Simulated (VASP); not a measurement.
# Nb (Im-3m) in VASP: further runs

Runs on Nb. Level: BLYP. Tasks: single point.

All numbers are computed with VASP 6.6.1; they aren't measurements. Logs are shortened: lines on timing, memory, paths and dates and some standing lists are left out, and cuts for length are marked.

### 1 The cell of the first run

Symmetry: Im-3m, No. 229, cubic system. Conventional cell: a = 3.210 Å, b = 3.210 Å, c = 3.210 Å, α = 90.00°, β = 90.00°, γ = 90.00°. Nb (site symmetry m-3m) has 14 Nb at 2.78 to 3.21 Å within 3.7 Å.

### 2 Single point, BLYP, collinear spin (16.53 Å³/atom)

Input file INCAR:

```
SYSTEM = Nb
PREC = Accurate
ENCUT = 520
EDIFF = 1E-6
ISMEAR = -1
SIGMA = 0.05
LREAL = .False.
LASPH = .True.
NELM = 150
ALGO = Normal
ISIF = 2
LWAVE = .False.
LCHARG = .True.
ISPIN = 2
MAGMOM = 1
LORBIT = 11
LMAXMIX = 4
GGA = B5
ALDAX = 1.0
AGGAX = 1.0
AGGAC = 1.0
ALDAC = 0.0
LELF = .True.
LVHAR = .True.
NBANDS = 16
```

Input file KPOINTS:

```
regular mesh
0
Gamma
  22 22 22
  0 0 0
```

Input file POSCAR:

```
Nb
1.0
   -1.6047607458      1.6047607458      1.6047607458
    1.6047607458     -1.6047607458      1.6047607458
    1.6047607458      1.6047607458     -1.6047607458
Nb
1
Direct
    0.0000000000      0.0000000000      0.0000000000
```

Potentials or basis: VASP PAW PBE potentials, release 64 (Nb_sv).

Started as:

```console
> cat potpaw_PBE.64/Nb_sv/POTCAR > POTCAR
> mpirun -np 1 vasp_std > vasp.out
```

OUTCAR:

```text
SYSTEM = Nb
   PREC = Accurate
   ENCUT = 520
   EDIFF = 1E-6
   ISMEAR = -1
   LREAL = .False.
   LASPH = .True.
   NELM = 150
   ISIF = 2
   ISPIN = 2
   LORBIT = 11
   GGA = B5

 ion  position               nearest neighbor table
   1  0.000  0.000  0.000-

  LATTYP: Found a body centered cubic cell.
 ALAT       =     3.2095214916

  Lattice vectors:

 A1 = (  -1.6047607458,   1.6047607458,   1.6047607458)
 A2 = (   1.6047607458,  -1.6047607458,   1.6047607458)
 A3 = (   1.6047607458,   1.6047607458,  -1.6047607458)

Analysis of symmetry for initial positions (statically):
=====================================================================
 Subroutine PRICEL returns:
 Original cell was already a primitive cell.

 Routine SETGRP: Setting up the symmetry group for a
 body centered cubic supercell.

 Subroutine GETGRP returns: Found 48 space group operations
 (whereof 48 operations were pure point group operations)
 out of a pool of 48 trial point group operations.

The static configuration has the point symmetry O_h .

Analysis of symmetry for dynamics (positions and initial velocities):
=====================================================================
 Subroutine PRICEL returns:
 Original cell was already a primitive cell.

 Routine SETGRP: Setting up the symmetry group for a
 body centered cubic supercell.

 Subroutine GETGRP returns: Found 48 space group operations
 (whereof 48 operations were pure point group operations)
 out of a pool of 48 trial point group operations.

The dynamic configuration has the point symmetry O_h .

Analysis of structural, dynamic, and magnetic symmetry:
=====================================================================
 Subroutine PRICEL returns:
 Original cell was already a primitive cell.

 Routine SETGRP: Setting up the symmetry group for a
 body centered cubic supercell.

 Subroutine GETGRP returns: Found 48 space group operations
 (whereof 48 operations were pure point group operations)
 out of a pool of 48 trial point group operations.

The overall configuration has the point symmetry O_h .

 Subroutine INISYM returns: Found 48 space group operations
 (whereof 48 operations are pure point group operations),
 and found     1 'primitive' translations

----------------------------------------------------------------------------------------

                                     Primitive cell

  volume of cell :      16.5307

  direct lattice vectors                    reciprocal lattice vectors
    -1.604760746  1.604760746  1.604760746     0.000000000  0.311572925  0.311572925
     1.604760746 -1.604760746  1.604760746     0.311572925  0.000000000  0.311572925
     1.604760746  1.604760746 -1.604760746     0.311572925  0.311572925  0.000000000

  length of vectors
     2.779527146  2.779527146  2.779527146     0.440630657  0.440630657  0.440630657

  position of ions in fractional coordinates (direct lattice)
     0.000000000  0.000000000  0.000000000

  ion indices of the primitive-cell ions
   primitive index   ion index
                 1           1

----------------------------------------------------------------------------------------

 KPOINTS: regular mesh

Automatic generation of k-mesh.
 Grid dimensions read from file:
 generate k-points for:   22   22   22

 Generating k-lattice:

  Cartesian coordinates                     Fractional coordinates (reciprocal lattice)
     0.000000000  0.014162406  0.014162406     0.045454545  0.000000000  0.000000000
     0.014162406  0.000000000  0.014162406     0.000000000  0.045454545  0.000000000
     0.014162406  0.014162406  0.000000000     0.000000000  0.000000000  0.045454545

  Length of vectors
     0.020028666  0.020028666  0.020028666

  Shift w.r.t. Gamma in fractional coordinates (k-lattice)
     0.000000000  0.000000000  0.000000000

 Subroutine IBZKPT returns following result:
 ===========================================

 Found    328 irreducible k-points:

 Following reciprocal coordinates:
            Coordinates               Weight
  0.000000  0.000000  0.000000      1.000000
  0.045455  0.000000  0.000000     12.000000
  0.090909  0.000000  0.000000     12.000000
  0.136364  0.000000  0.000000     12.000000
  0.181818  0.000000  0.000000     12.000000
  0.227273  0.000000  0.000000     12.000000
[... 16 lines left out ...]
  0.090909  0.090909  0.000000     24.000000
  0.136364  0.090909  0.000000     48.000000
 [... further k-points ...]
   k-points           NKPTS =    328   k-points in BZ     NKDIM =    328   number of bands    NBANDS=     16
   number of dos      NEDOS =    301   number of ions     NIONS =      1
   total plane-waves  NPLWV =  13824
   dimension x,y,z NGX =    24 NGY =   24 NGZ =   24
   dimension x,y,z NGXF=    48 NGYF=   48 NGZF=   48
   ions per type =               1
   NGX,Y,Z   is equivalent  to a cutoff of  14.35, 14.35, 14.35 a.u.
   NGXF,Y,Z  is equivalent  to a cutoff of  28.71, 28.71, 28.71 a.u.
 SYSTEM =  Nb
   PREC   = accura    normal or accurate (medium, high low for compatibility)
   ISTART =      0    job   : 0-new  1-cont  2-samecut
   ICHARG =      2    charge: 1-file 2-atom 10-const
   ISPIN  =      2    spin polarized calculation?
   LNONCOLLINEAR =      F non collinear calculations
   LSORBIT =      F    spin-orbit coupling
   LASPH  =      T    aspherical Exc in radial PAW
   ENCUT  =  520.0 eV  38.22 Ry    6.18 a.u.   5.17  5.17  5.17*2*pi/ulx,y,z
   NELM   =    150;   NELMIN=  2; NELMDL= -5     # of ELM steps
   EDIFF  = 0.1E-05   stopping-criterion for ELM
   LREAL  =      F    real-space projection
   EDIFFG = 0.1E-04   stopping-criterion for IOM
   NSW    =      0    number of steps for IOM
   IBRION =     -1    ionic relax: 0-MD 1-quasi-New 2-CG
   NFREE  =      0    steps in history (QN), initial steepest desc. (CG)
   ISIF   =      2    stress and relaxation
   ISYM   =      2    0-nonsym 1-usesym 2-fastsym
   POTIM  = 0.5000    time-step for ionic-motion
   TEBEG  =    0.0;   TEEND  =   0.0 temperature during run
   PSTRESS=    0.0 pullay stress
   NELECT =      13.0000    total number of electrons
   NUPDOWN=      -1.0000    fix difference up-down
   EMIN   =  10.00;   EMAX   =-10.00  energy-range for DOS
   EFERMI =   0.00;   METHOD = LEGACY
   ISMEAR =    -1;   SIGMA  =   0.05  broadening in eV -4-tet -1-fermi 0-gaus
   EFERMI_NEDOS =   21; number of points for ismear=-14 and -15
   IALGO  =     38    algorithm
   IMIX   =      4    mixing-type and parameters
     AMIX     =   0.40;   BMIX     =  1.00
     AMIX_MAG =   1.60;   BMIX_MAG =  1.00
  volume/ion in A,a.u.               =      16.53       111.55
  Fermi-wavevector in a.u.,A,eV,Ry     =   1.511097  2.855559 31.067733  2.283414
  Thomas-Fermi vector in A             =   2.621199
   LORBIT       =     11    0 simple, 1 ext, 2 COOP (PROOUT), +10 PAW based schemes
   GGA     = B5    functional components
   LHFCALC =     F    Hartree Fock is set to
   AEXX    =    0.0000 exact exchange contribution
   IVDW    =     0    specifies the selected vdW correction
   LEPSILON=     F    determine dielectric tensor
   LRPA    =     F    only Hartree local field effects (RPA)
 spin polarized calculation
  energy-cutoff  :      520.00
  volume of cell :       16.53
 maximum number of plane-waves:       466
 NGX is ok and might be reduce to    24
   NGX = 11   NGY = 11   NGZ = 11

 number of electron      12.9999999 magnetization       0.0019461

 number of electron      12.9999999 magnetization      -0.0001823

 Free energy of the ion-electron system (eV)
  ---------------------------------------------------
  ext. energy  EPLUGINS =         0.00000000
  ---------------------------------------------------
  free energy    TOTEN  =        -8.69278807 eV

  energy without entropy =       -8.68092260  energy(sigma->0) =       -8.68685533

 E-fermi :  13.0086     XC(G=0): -12.3176

 val. band max:       13.0062564002   @ k =  -0.1818   0.1818   0.0909
 cond. band min:      13.0196328565   @ k =  -0.2273   0.2727   0.1364
 fundamental gap:      0.0133764563
 Fermi energy:        13.0086267067

 spin component 1

 k-point     1 :       0.0000    0.0000    0.0000
  band No.  band energies     occupation
      1     -41.2023      1.00000
      2     -16.3989      1.00000
      3     -16.3989      1.00000
      4     -16.3989      1.00000
      5       7.1196      1.00000
      6      13.2338      0.01096
[... 8 lines left out ...]
     15      39.6241      0.00000
     16      42.8504      0.00000

 k-point     2 :       0.0455    0.0000    0.0000
  band No.  band energies     occupation
      1     -41.1955      1.00000
      2     -16.4381      1.00000
      3     -16.4106      1.00000
      4     -16.3993      1.00000
      5       7.2149      1.00000
      6      13.1743      0.03508
[... 8 lines left out ...]
     15      39.3284      0.00000
     16      42.8043      0.00000

 k-point     3 :       0.0909    0.0000    0.0000
  band No.  band energies     occupation
      1     -41.1755      1.00000
      2     -16.5513      1.00000
      3     -16.4446      1.00000
      4     -16.4005      1.00000
      5       7.4908      1.00000
      6      13.0061      0.51274
[... 8 lines left out ...]
     15      38.5638      0.00000
     16      42.5887      0.00000
[... 362 lines left out ...]
 k-point    23 :       0.0909    0.0909    0.0000
  band No.  band energies     occupation
      1     -41.1256      1.00000
      2     -16.8233      1.00000
      3     -16.4965      1.00000
      4     -16.4370      1.00000
      5       8.1594      1.00000
      6      12.7237      0.99666
[... 8 lines left out ...]
     15      38.3958      0.00000
     16      39.7461      0.00000

 k-point    24 :       0.1364    0.0909    0.0000
  band No.  band energies     occupation
      1     -41.0862      1.00000
      2     -17.0244      1.00000
      3     -16.5608      1.00000
      4     -16.4492      1.00000
      5       8.6577      1.00000
      6      12.4593      0.99998
[... 8 lines left out ...]
     15      37.9087      0.00000
     16      38.9237      0.00000

 [... further k-points ...]

 spin component 2

 k-point     1 :       0.0000    0.0000    0.0000
  band No.  band energies     occupation
      1     -41.2024      1.00000
      2     -16.3990      1.00000
      3     -16.3990      1.00000
      4     -16.3990      1.00000
      5       7.1196      1.00000
      6      13.2337      0.01098
[... 8 lines left out ...]
     15      39.6240      0.00000
     16      42.8503      0.00000

 k-point     2 :       0.0455    0.0000    0.0000
  band No.  band energies     occupation
      1     -41.1955      1.00000
      2     -16.4381      1.00000
      3     -16.4107      1.00000
      4     -16.3994      1.00000
      5       7.2149      1.00000
      6      13.1742      0.03516
[... 8 lines left out ...]
     15      39.3283      0.00000
     16      42.8362      0.00000

 k-point     3 :       0.0909    0.0000    0.0000
  band No.  band energies     occupation
      1     -41.1755      1.00000
      2     -16.5514      1.00000
      3     -16.4446      1.00000
      4     -16.4005      1.00000
      5       7.4908      1.00000
      6      13.0060      0.51330
[... 8 lines left out ...]
     15      38.5637      0.00000
     16      42.5887      0.00000
[... 362 lines left out ...]
 k-point    23 :       0.0909    0.0909    0.0000
  band No.  band energies     occupation
      1     -41.1257      1.00000
      2     -16.8234      1.00000
      3     -16.4965      1.00000
      4     -16.4371      1.00000
      5       8.1594      1.00000
      6      12.7236      0.99667
[... 8 lines left out ...]
     15      38.3958      0.00000
     16      39.7461      0.00000

 k-point    24 :       0.1364    0.0909    0.0000
  band No.  band energies     occupation
      1     -41.0862      1.00000
      2     -17.0244      1.00000
      3     -16.5608      1.00000
      4     -16.4493      1.00000
      5       8.6577      1.00000
      6      12.4591      0.99998
[... 8 lines left out ...]
     15      37.9087      0.00000
     16      38.9236      0.00000

 [... further k-points ...]

------------------------ aborting loop because EDIFF is reached ----------------------------------------

  FORCE on cell =-STRESS in cart. coord.  units (eV):
  Direction    XX          YY          ZZ          XY          YZ          ZX
  --------------------------------------------------------------------------------------
  -------------------------------------------------------------------------------------
  Total        2.6677282      2.6677282      2.6677282      0.0000000      0.0000000      0.0000000
  in kB      258.5599679    258.5599679    258.5599679      0.0000000      0.0000000      0.0000000
  external PRESSURE =     258.5599679 kB  Pullay stress =       0.0000000 kB

 VOLUME and BASIS-vectors are now :
 -----------------------------------------------------------------------------
  energy-cutoff  :      520.00
  volume of cell :       16.53
      direct lattice vectors                 reciprocal lattice vectors
    -1.604760746  1.604760746  1.604760746     0.000000000  0.311572925  0.311572925
     1.604760746 -1.604760746  1.604760746     0.311572925  0.000000000  0.311572925
     1.604760746  1.604760746 -1.604760746     0.311572925  0.311572925  0.000000000

 POSITION                                       TOTAL-FORCE (eV/Angst)
 -----------------------------------------------------------------------------------
      0.00000      0.00000      0.00000        -0.000000      0.000000     -0.000000
 -----------------------------------------------------------------------------------
    total drift:                                0.000000      0.000000      0.000000

  FREE ENERGIE OF THE ION-ELECTRON SYSTEM (eV)
  ---------------------------------------------------
  free  energy   TOTEN  =        -8.6927880682 eV

  energy  without entropy=       -8.6809226014  energy(sigma->0) =       -8.68685533

 total charge

# of ion       s       p       d       tot
------------------------------------------
    1        2.237   5.998   2.707  10.942

 magnetization (x)

# of ion       s       p       d       tot
------------------------------------------
    1       -0.000  -0.000  -0.000  -0.000
```

It took 2.2 min on 1 thread of Intel Xeon Platinum 8488C (Sapphire Rapids), shared host; peak memory 0.25 GiB.

Results:

```yaml
Free_energy: -8.6928 eV
Pressure: 25.9 GPa
Net_moment: 0.00 μB per cell
Valence_electrons_inside_the_program's_atomic_spheres: Nb 10.94
```

Caveat: the cell stands under pressure; the PAW data sets were made with another functional, which shifts forces and pressure a little.

### 3 Single point, BLYP, collinear spin (17.28 Å³/atom)

This run uses another cell than the first one, of 17.28 Å³/atom.

Input file INCAR:

```
PREC = Accurate
ENCUT = 520
EDIFF = 1E-6
ISMEAR = -1
SIGMA = 0.05
LREAL = False
LASPH = True
NELM = 150
ALGO = Normal
ISIF = 2
LWAVE = False
LCHARG = False
ISPIN = 2
MAGMOM = 1
LORBIT = 11
LMAXMIX = 4
GGA = B5
ALDAX = 1.0
AGGAX = 1.0
AGGAC = 1.0
ALDAC = 0.0
NBANDS = 16
```

Input file KPOINTS:

```
Automatic mesh
0
Gamma
  22 22 22
```

Input file POSCAR:

```
Nb
1.0
   -1.6287159305      1.6287159305      1.6287159305
    1.6287159305     -1.6287159305      1.6287159305
    1.6287159305      1.6287159305     -1.6287159305
Nb
1
Direct
    0.0000000000      0.0000000000      0.0000000000
```

Potentials or basis: VASP PAW PBE potentials, release 64 (Nb_sv).

Started as:

```console
> cat potpaw_PBE.64/Nb_sv/POTCAR > POTCAR
> mpirun -np 1 vasp_std > vasp.out
```

It took 1.7 min on 1 thread of Intel Xeon Platinum 8488C (Sapphire Rapids), shared host; peak memory 0.24 GiB.

It converged, with:

```yaml
Free_energy: -8.7902 eV
Pressure: 15.7 GPa
Net_moment: 0.00 μB per cell
Valence_electrons_inside_the_program's_atomic_spheres: Nb 10.87
```

Levels at points of the mesh, in eV from the Fermi level:
Spin up:
```csv
k point,band 4,band 5,band 6,band 7,band 8,band 9
"(0.00, 0.00, 0.00)",-29.54,-5.82,0.26,0.26,0.26,3.32
"(0.50, 0.00, 0.00)",-29.56,-3.85,-1.84,2.72,3.36,4.06
"(0.50, 0.50, 0.50)",-30.59,-3.94,-3.94,5.76,5.76,5.76
```
Spin down:
```
           k point  band 4  band 5  band 6  band 7  band 8  band 9
(0.00, 0.00, 0.00)  -29.54   -5.82    0.26    0.26    0.26    3.32
(0.50, 0.00, 0.00)  -29.56   -3.85   -1.84    2.72    3.36    4.06
(0.50, 0.50, 0.50)  -30.59   -3.94   -3.94    5.76    5.76    5.76
```

Caveat: the cell stands under pressure; the PAW data sets were made with another functional, which shifts forces and pressure a little.

(Continued in part 2 of 2.)
